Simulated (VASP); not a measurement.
# C (Fd-3m) in VASP: further runs

The runs below take C through single point, relaxation of cell and atoms, with PBE+D3(BJ).

Program: VASP 6.6.1. These are calculated values, not measurements. Logs are shortened: lines on timing, memory, paths and dates and some standing lists are left out, and cuts for length are marked.

## Step 1: The cell of the first run

It takes space group Fd-3m (No. 227, cubic). Conventional cell: a = 3.567 Å, b = 3.567 Å, c = 3.567 Å, α = 90.00°, β = 90.00°, γ = 90.00°. C (site symmetry -43m) has 4 C at 1.54 Å within 2.1 Å.

## Step 2: Single point, PBE+D3(BJ)

INCAR

```
SYSTEM = C
PREC     = Accurate       ! precision mode
ENCUT    = 600            ! plane-wave cutoff, eV
EDIFF    = 1E-6           ! SCF threshold, eV
ISMEAR   = 0              ! smearing method
SIGMA    = 0.1            ! smearing width, eV
LREAL    = .False.        ! projectors in reciprocal space
LASPH    = .True.         ! aspherical terms in the spheres
NELM     = 120            ! most SCF steps
ALGO     = Normal         ! electronic algorithm
ISIF     = 2              ! what is computed and relaxed
LWAVE    = .False.        ! write WAVECAR
LCHARG   = .False.        ! write CHGCAR
GGA      = PE             ! functional
IVDW     = 12             ! dispersion correction
NBANDS   = 11             ! bands
GGA_COMPAT= .False.
```

KPOINTS

```
Automatic mesh
0
Gamma
  8 8 8
  0 0 0
```

POSCAR

```
C
1.0
    0.0000000000      1.7834000000      1.7834000000
    1.7834000000      0.0000000000      1.7834000000
    1.7834000000      1.7834000000      0.0000000000
C
2
Direct
    0.5000000000      0.5000000000      0.5000000000
    0.7500000000      0.7500000000      0.7500000000
```

Potentials or basis: VASP PAW PBE potentials, release 64 (C).

Launch:

```
cat potpaw_PBE.64/C/POTCAR > POTCAR
mpirun -np 1 vasp_std > vasp.out
```

OUTCAR:

```text
SYSTEM = C
   PREC = Accurate
   ENCUT = 600
   EDIFF = 1E-6
   ISMEAR = 0
   LREAL = .False.
   LASPH = .True.
   NELM = 120
   ISIF = 2
   GGA = PE
   IVDW = 12
 IVDW          = 12

 ion  position               nearest neighbor table
   1  0.500  0.500  0.500-   2 1.54   2 1.54   2 1.54   2 1.54
   2  0.750  0.750  0.750-   1 1.54   1 1.54   1 1.54   1 1.54

  LATTYP: Found a face centered cubic cell.
 ALAT       =     3.5668000000

  Lattice vectors:

 A1 = (   0.0000000000,   1.7834000000,   1.7834000000)
 A2 = (   1.7834000000,   0.0000000000,   1.7834000000)
 A3 = (   1.7834000000,   1.7834000000,   0.0000000000)

Analysis of symmetry for initial positions (statically):
=====================================================================
 Subroutine PRICEL returns:
 Original cell was already a primitive cell.

 Routine SETGRP: Setting up the symmetry group for a
 face centered cubic supercell.

 Subroutine GETGRP returns: Found 48 space group operations
 (whereof 24 operations were pure point group operations)
 out of a pool of 48 trial point group operations.

The static configuration has the point symmetry T_d .
 The point group associated with its full space group is O_h .

Analysis of symmetry for dynamics (positions and initial velocities):
=====================================================================
 Subroutine PRICEL returns:
 Original cell was already a primitive cell.

 Routine SETGRP: Setting up the symmetry group for a
 face centered cubic supercell.

 Subroutine GETGRP returns: Found 48 space group operations
 (whereof 24 operations were pure point group operations)
 out of a pool of 48 trial point group operations.

The dynamic configuration has the point symmetry T_d .
 The point group associated with its full space group is O_h .

 Subroutine INISYM returns: Found 48 space group operations
 (whereof 24 operations are pure point group operations),
 and found     1 'primitive' translations

----------------------------------------------------------------------------------------

                                     Primitive cell

  volume of cell :      11.3443

  direct lattice vectors                    reciprocal lattice vectors
     0.000000000  1.783400000  1.783400000    -0.280363351  0.280363351  0.280363351
     1.783400000  0.000000000  1.783400000     0.280363351 -0.280363351  0.280363351
     1.783400000  1.783400000  0.000000000     0.280363351  0.280363351 -0.280363351

  length of vectors
     2.522108467  2.522108467  2.522108467     0.485603568  0.485603568  0.485603568

  position of ions in fractional coordinates (direct lattice)
     0.500000000  0.500000000  0.500000000
     0.750000000  0.750000000  0.750000000

  ion indices of the primitive-cell ions
   primitive index   ion index
                 1           1
                 2           2

----------------------------------------------------------------------------------------

 KPOINTS: Automatic mesh

Automatic generation of k-mesh.
 Grid dimensions read from file:
 generate k-points for:    8    8    8

 Generating k-lattice:

  Cartesian coordinates                     Fractional coordinates (reciprocal lattice)
    -0.035045419  0.035045419  0.035045419     0.125000000  0.000000000  0.000000000
     0.035045419 -0.035045419  0.035045419     0.000000000  0.125000000  0.000000000
     0.035045419  0.035045419 -0.035045419     0.000000000  0.000000000  0.125000000

  Length of vectors
     0.060700446  0.060700446  0.060700446

  Shift w.r.t. Gamma in fractional coordinates (k-lattice)
     0.000000000  0.000000000  0.000000000

 Subroutine IBZKPT returns following result:
 ===========================================

 Found     29 irreducible k-points:

 Following reciprocal coordinates:
            Coordinates               Weight
  0.000000  0.000000  0.000000      1.000000
  0.125000  0.000000  0.000000      8.000000
  0.250000  0.000000  0.000000      8.000000
  0.375000  0.000000  0.000000      8.000000
  0.500000  0.000000  0.000000      4.000000
  0.125000  0.125000  0.000000      6.000000
[... 16 lines left out ...]
  0.500000  0.250000  0.125000     48.000000
 -0.375000  0.250000  0.125000     24.000000
 [... further k-points ...]
   k-points           NKPTS =     29   k-points in BZ     NKDIM =     29   number of bands    NBANDS=     11
   number of dos      NEDOS =    301   number of ions     NIONS =      2
   total plane-waves  NPLWV =   8000
   dimension x,y,z NGX =    20 NGY =   20 NGZ =   20
   dimension x,y,z NGXF=    40 NGYF=   40 NGZF=   40
   ions per type =               2
   NGX,Y,Z   is equivalent  to a cutoff of  13.18, 13.18, 13.18 a.u.
   NGXF,Y,Z  is equivalent  to a cutoff of  26.37, 26.37, 26.37 a.u.
 SYSTEM =  C
   PREC   = accura    normal or accurate (medium, high low for compatibility)
   ISTART =      0    job   : 0-new  1-cont  2-samecut
   ICHARG =      2    charge: 1-file 2-atom 10-const
   ISPIN  =      1    spin polarized calculation?
   LNONCOLLINEAR =      F non collinear calculations
   LSORBIT =      F    spin-orbit coupling
   LASPH  =      T    aspherical Exc in radial PAW
   ENCUT  =  600.0 eV  44.10 Ry    6.64 a.u.   5.04  5.04  5.04*2*pi/ulx,y,z
   NELM   =    120;   NELMIN=  2; NELMDL= -5     # of ELM steps
   EDIFF  = 0.1E-05   stopping-criterion for ELM
   LREAL  =      F    real-space projection
   EDIFFG = 0.1E-04   stopping-criterion for IOM
   NSW    =      0    number of steps for IOM
   IBRION =     -1    ionic relax: 0-MD 1-quasi-New 2-CG
   NFREE  =      0    steps in history (QN), initial steepest desc. (CG)
   ISIF   =      2    stress and relaxation
   ISYM   =      2    0-nonsym 1-usesym 2-fastsym
   POTIM  = 0.5000    time-step for ionic-motion
   TEBEG  =    0.0;   TEEND  =   0.0 temperature during run
   PSTRESS=    0.0 pullay stress
   NELECT =       8.0000    total number of electrons
   NUPDOWN=      -1.0000    fix difference up-down
   EMIN   =  10.00;   EMAX   =-10.00  energy-range for DOS
   EFERMI =   0.00;   METHOD = LEGACY
   ISMEAR =     0;   SIGMA  =   0.10  broadening in eV -4-tet -1-fermi 0-gaus
   EFERMI_NEDOS =   21; number of points for ismear=-14 and -15
   IALGO  =     38    algorithm
   IMIX   =      4    mixing-type and parameters
     AMIX     =   0.40;   BMIX     =  1.00
     AMIX_MAG =   1.60;   BMIX_MAG =  1.00
  volume/ion in A,a.u.               =       5.67        38.28
  Fermi-wavevector in a.u.,A,eV,Ry     =   1.457178  2.753668 28.890189  2.123369
  Thomas-Fermi vector in A             =   2.574010
   LORBIT       =      0    0 simple, 1 ext, 2 COOP (PROOUT), +10 PAW based schemes
   GGA     = PE    functional components
   LHFCALC =     F    Hartree Fock is set to
   AEXX    =    0.0000 exact exchange contribution
   IVDW    =    12    specifies the selected vdW correction
   LEPSILON=     F    determine dielectric tensor
   LRPA    =     F    only Hartree local field effects (RPA)
 non-spin polarized calculation
 Gauss-broadening in eV      SIGMA  =   0.10
  energy-cutoff  :      600.00
  volume of cell :       11.34
 maximum number of plane-waves:       391
   NGX =  9   NGY =  9   NGZ =  9

 number of electron       7.9999999 magnetization

 Free energy of the ion-electron system (eV)
  ---------------------------------------------------
  ext. energy  EPLUGINS =         0.00000000
  ---------------------------------------------------
  free energy    TOTEN  =       -18.18921586 eV

  energy without entropy =      -18.18921586  energy(sigma->0) =      -18.18921586

 E-fermi :  10.1546     XC(G=0): -13.2503

 val. band max:        9.7281874660   @ k =   0.0000   0.0000   0.0000
 cond. band min:      13.8608043480   @ k =   0.3750   0.3750   0.0000
 fundamental gap:      4.1326168820
 Fermi energy:        10.1545866424

 k-point     1 :       0.0000    0.0000    0.0000
  band No.  band energies     occupation
      1     -11.7477      2.00000
      2       9.7282      2.00000
      3       9.7282      2.00000
      4       9.7282      2.00000
      5      15.3182      0.00000
      6      15.3182      0.00000
      7      15.3182      0.00000
      8      23.0583      0.00000
      9      29.0224      0.00000
     10      36.2635      0.00000
     11      36.2635      0.00000

 k-point     2 :       0.1250    0.0000    0.0000
  band No.  band energies     occupation
      1     -11.3158      2.00000
      2       7.3133      2.00000
      3       9.0758      2.00000
      4       9.0758      2.00000
      5      16.1763      0.00000
      6      16.1763      0.00000
      7      16.6034      0.00000
      8      23.4255      0.00000
      9      29.6722      0.00000
     10      33.2082      0.00000
     11      33.2082      0.00000

 k-point     3 :       0.2500    0.0000    0.0000
  band No.  band energies     occupation
      1     -10.0330      2.00000
      2       3.1370      2.00000
      3       7.9825      2.00000
      4       7.9825      2.00000
      5      17.5167      0.00000
      6      17.5167      0.00000
      7      17.8727      0.00000
      8      24.3625      0.00000
      9      30.4387      0.00000
     10      32.1252      0.00000
     11      32.1252      0.00000
[... 267 lines left out ...]
 k-point    23 :       0.5000    0.2500    0.1250
  band No.  band energies     occupation
      1      -6.8824      2.00000
      2      -0.1172      2.00000
      3       3.4501      2.00000
      4       5.6472      2.00000
      5      17.6951      0.00000
      6      19.3644      0.00000
      7      22.1211      0.00000
      8      23.0723      0.00000
      9      29.9095      0.00000
     10      32.0417      0.00000
     11      35.8740      0.00000

 k-point    24 :      -0.3750    0.2500    0.1250
  band No.  band energies     occupation
      1      -4.9622      2.00000
      2      -2.6348      2.00000
      3       3.4155      2.00000
      4       5.0407      2.00000
      5      18.0275      0.00000
      6      19.1761      0.00000
      7      22.7788      0.00000
      8      24.5923      0.00000
      9      28.0521      0.00000
     10      33.6360      0.00000
     11      36.0605      0.00000

 [... further k-points ...]

------------------------ aborting loop because EDIFF is reached ----------------------------------------

 Edisp (eV)   -0.38258

 E8    (eV) :    -0.1101

  FORCE on cell =-STRESS in cart. coord.  units (eV):
  Direction    XX          YY          ZZ          XY          YZ          ZX
  --------------------------------------------------------------------------------------
  -------------------------------------------------------------------------------------
  Total      -0.25618    -0.25618    -0.25618    -0.00000     0.00000     0.00000
  in kB     -36.18034   -36.18034   -36.18034    -0.00000     0.00000     0.00000
  external pressure =      -36.18 kB  Pullay stress =        0.00 kB

 VOLUME and BASIS-vectors are now :
 -----------------------------------------------------------------------------
  energy-cutoff  :      600.00
  volume of cell :       11.34
      direct lattice vectors                 reciprocal lattice vectors
     0.000000000  1.783400000  1.783400000    -0.280363351  0.280363351  0.280363351
     1.783400000  0.000000000  1.783400000     0.280363351 -0.280363351  0.280363351
     1.783400000  1.783400000  0.000000000     0.280363351  0.280363351 -0.280363351

 POSITION                                       TOTAL-FORCE (eV/Angst)
 -----------------------------------------------------------------------------------
      1.78340      1.78340      1.78340        -0.000000     -0.000000     -0.000000
      2.67510      2.67510      2.67510         0.000000      0.000000      0.000000
 -----------------------------------------------------------------------------------
    total drift:                                0.000000     -0.000000      0.000000

  FREE ENERGIE OF THE ION-ELECTRON SYSTEM (eV)
  ---------------------------------------------------
  free  energy   TOTEN  =       -18.5717970865 eV

  energy  without entropy=      -18.5717970865  energy(sigma->0) =      -18.57179709
```

Wall time 3.1 s (1 thread of AMD EPYC 7R13 (Zen 3), shared host); peak memory 0.1 GiB.

Results:

```yaml
Free_energy: -18.5718 eV
Pressure: -3.6 GPa
Band_gap_on_the_k_mesh: 4.13 eV, indirect (least direct gap 5.59 eV)
Dispersion_energy_per_atom: -0.191 eV
```

A k mesh can miss the band edges. Expect the measured gap to be larger: semilocal functionals such as PBE lack the derivative discontinuity.

## Step 3: Single point, PBE+D3(BJ)

This run uses another cell than the first one, of 5.63 Å³/atom, 0.992 times its volume.

INCAR

```
PREC = Accurate
ENCUT = 600
EDIFF = 1E-6
ISMEAR = 0
SIGMA = 0.02
LREAL = False
LASPH = True
NELM = 120
ALGO = Normal
ISIF = 2
LWAVE = False
LCHARG = False
GGA = PE
IVDW = 12
NBANDS = 11
GGA_COMPAT = False
```

KPOINTS

```
regular mesh
0
Gamma
  12 12 12
```

POSCAR

```
C
1.0
    0.0000000000      1.7784633102      1.7784633102
    1.7784633102      0.0000000000      1.7784633102
    1.7784633102      1.7784633102      0.0000000000
C
2
Direct
    0.5000000000      0.5000000000      0.5000000000
    0.7500000000      0.7500000000      0.7500000000
```

Potentials or basis: VASP PAW PBE potentials, release 64 (C).

Launch:

```
cat potpaw_PBE.64/C/POTCAR > POTCAR
mpirun -np 1 vasp_std > vasp.out
```

It took 6.2 s on 1 thread of AMD EPYC 7R13 (Zen 3), shared host; peak memory 0.11 GiB.

Results (log left out):

```yaml
Free_energy: -18.5733 eV
Pressure: 0.0 GPa
Band_gap_on_the_k_mesh: 4.17 eV, indirect (least direct gap 5.61 eV)
Dispersion_energy_per_atom: -0.193 eV
```

Levels at points of the mesh, in eV from the valence-band top:
```csv
k point,band 1,band 2,band 3,band 4,band 5,band 6,band 7,band 8
"(0.00, 0.00, 0.00)",-21.59,0.00,0.00,0.00,5.61,5.61,5.61,13.52
"(0.50, 0.00, 0.00)",-15.77,-13.47,-2.82,-2.82,8.49,8.49,8.96,15.77
"(0.50, 0.50, 0.00)",-12.82,-12.82,-6.35,-6.35,4.78,4.78,16.93,16.93
```

A k mesh can miss the band edges. A hybrid or GW would open this gap; PBE tends to underestimate it.

## Step 4: Relaxation of cell and atoms, PBE+D3(BJ)

INCAR

```
PREC = Accurate
ENCUT = 600
EDIFF = 1E-7
ISMEAR = 0
SIGMA = 0.02
LREAL = False
LASPH = True
NELM = 120
ALGO = Normal
ISIF = 3
LWAVE = False
LCHARG = False
GGA = PE
IVDW = 12
IBRION = 2
NSW = 100
EDIFFG = -0.002
GGA_COMPAT = False
NELMIN = 4
```

KPOINTS is that of step 3.

POSCAR

```
C
1.0
    0.0000000000      1.7834000000      1.7834000000
    1.7834000000      0.0000000000      1.7834000000
    1.7834000000      1.7834000000      0.0000000000
C
2
Direct
    0.5000000000      0.5000000000      0.5000000000
    0.7500000000      0.7500000000      0.7500000000
```

Launch:

```
cat potpaw_PBE.64/C/POTCAR > POTCAR
mpirun -np 1 vasp_std > vasp.out
```

It took 9.8 s on 1 thread of AMD EPYC 7R13 (Zen 3), shared host; peak memory 0.1 GiB.

Results (log left out):

```yaml
Free_energy: -18.5738 eV
Relaxed_volume: 5.62 Å³/atom
Relaxed_cell: a = 2.515 Å, b = 2.515 Å, c = 2.515 Å, α = 60.00°, β = 60.00°, γ = 60.00°
Space_group_after_relaxing_to_0.05_Å: Fd-3m (No. 227)
Energy_gained_by_relaxing: 0.5 meV/atom
Ionic_steps: 3
Pressure_after_relaxing: 0.0 GPa
Band_gap_on_the_k_mesh: 4.17 eV, indirect (least direct gap 5.61 eV)
Dispersion_energy_per_atom: -0.193 eV
```

Step by step:
```csv
step,energy change (eV),largest force (eV/Å),pressure (GPa),volume (Å³)
1,0.0000,0.0000,-3.62,11.34
2,0.0006,0.0000,4.63,11.13
3,-0.0011,0.0000,0.00,11.25
```

Final structure:
```cif
data_structure
_symmetry_space_group_name_H-M 'P 1'
_symmetry_Int_Tables_number 1
_cell_length_a 2.5151
_cell_length_b 2.5151
_cell_length_c 2.5151
_cell_angle_alpha 60.000
_cell_angle_beta 60.000
_cell_angle_gamma 60.000
_cell_volume 11.25
loop_
_atom_site_label
_atom_site_type_symbol
_atom_site_fract_x
_atom_site_fract_y
_atom_site_fract_z
_atom_site_occupancy
C1 C 0.50000 0.50000 0.50000 1
C2 C 0.75000 0.75000 0.75000 1
```

Levels at points of the mesh, in eV from the valence-band top:
```csv
k point,band 2,band 3,band 4,band 5,band 6,band 7
"(0.00, 0.00, 0.00)",0.00,0.00,0.00,5.61,5.61,5.61
"(0.50, 0.00, 0.00)",-13.47,-2.82,-2.82,8.49,8.49,8.96
"(0.50, 0.50, 0.00)",-12.82,-6.35,-6.35,4.78,4.78,16.93
```

A k mesh can miss the band edges.

## Step 5: The runs side by side

| task | cell | k mesh | smearing | gap on the mesh (eV) | pressure (GPa) |
| --- | --- | --- | --- | --- | --- |
| single point | a = 2.522 Å, angles 60.0°, 2 atoms | 8 × 8 × 8 | gaussian 0.1 eV | 4.13 | -3.6 |
| single point | a = 2.515 Å, angles 60.0°, 2 atoms | 12 × 12 × 12 | gaussian 0.02 eV | 4.17 | 0.0 |
| relaxation of cell and atoms | relaxed from a = 2.522 Å, angles 60.0°, 2 atoms | 12 × 12 × 12 | gaussian 0.02 eV | 4.17 | 0.0 |

Alike in all rows: level PBE+D3(BJ); potentials or basis VASP PAW PBE potentials, release 64 (C); no spin polarisation; cutoff (eV) 600.

Total energies depend on the potentials used, so only differences within one code and one set of settings carry meaning.
